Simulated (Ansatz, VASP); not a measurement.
InSe: VASP beside Ansatz

The input INCAR:

```
SYSTEM = InSe
PREC = Accurate ; ENCUT = 520
EDIFF = 1E-6 ; ISMEAR = 0
SIGMA = 0.05 ; LREAL = .False.
LASPH = .True. ; NELM = 80
ALGO = Normal ; ISIF = 2
LWAVE = .False. ; LCHARG = .False.
LDIPOL = .True. ; IDIPOL = 3
DIPOL = 0.5 0.5 0.412 ; GGA = PE
IVDW = 12 ; NBANDS = 48
```

The input KPOINTS:

```
Automatic mesh
0
Gamma
  9 9 1
  0 0 0
```

Contents of POSCAR:

```
InSe
1.0
    4.0266103640      0.0000000000      0.0000000000
   -2.0133051820      3.4871468663      0.0000000000
    0.0000000000      0.0000000000     28.2707108021
Se In
4 4
Direct
    0.0000000000      0.0000000000      0.1591753399
    0.0000000000      0.0000000000      0.3496677346
    0.0000000000      0.0000000000      0.4738244997
    0.0000000000      0.0000000000      0.6643168944
    0.6666666667      0.3333333333      0.2049979895
    0.6666666667      0.3333333333      0.3038451603
   -0.6666666667     -0.3333333333      0.5196471493
   -0.6666666667     -0.3333333333      0.6184943201
```

Input for Ansatz:

```yaml
crystal:
  lattice:
    - [4.026610364, 0.0, 0.0]
    - [-2.013305182, 3.4871468663, 0.0]
    - [0.0, 0.0, 28.2707108021]
  atoms:
    - { symbol: Se, position: [0.0, 0.0, 0.1591753399] }
    - { symbol: In, position: [0.6666666667, 0.3333333333, 0.2049979895] }
    - { symbol: In, position: [0.6666666667, 0.3333333333, 0.3038451603] }
    - { symbol: Se, position: [0.0, 0.0, 0.3496677346] }
    - { symbol: Se, position: [0.0, 0.0, 0.4738244997] }
    - { symbol: In, position: [-0.6666666667, -0.3333333333, 0.5196471493] }
    - { symbol: In, position: [-0.6666666667, -0.3333333333, 0.6184943201] }
    - { symbol: Se, position: [0.0, 0.0, 0.6643168944] }
basis:
  ecutwfc: 420
kpoints:
  mp_grid: { grid: [9, 9, 1] }
hamiltonian:
  xc: pbe
  pseudopotentials: { kind: paw, azcp: { folder: soft_1 } }
  dispersion: d3bj
scf:
  occupations: { method: gaussian, width: 0.05 }
output:
  forces: true
  eigenvalues: true
efield:
  axis: 3
  dipole_correction: true
  ramp_width: 0.04
```

Alike in both runs: task single point; functional PBE; dispersion D3(BJ); k mesh 9 × 9 × 1; occupations gaussian, width 0.05 eV; no spin polarisation.

|  | VASP | Ansatz |
| --- | --- | --- |
| version | VASP 6.6.1 | Ansatz 0.2.0 |
| potentials or method | VASP PAW PBE potentials, release 64 (Se, In_d), cutoff 520 eV | scalar-relativistic, plane waves, PAW |
| valence electrons in the cell | 76 | 116 |

|  | VASP | Ansatz | Ansatz less VASP |
| --- | --- | --- | --- |
| gap on the k mesh at the Fermi level (eV) | 1.10 | 1.11 | +0.010 |
| least direct gap on the mesh (eV) | 1.16 | 1.17 | +0.009 |
| rms of the force components (eV/Å) | 0.020 | 0.023 | +0.0022 |

VASP's potentials hold 76 valence electrons a cell and Ansatz's 116, so a difference there can come from the potentials and not from the codes.
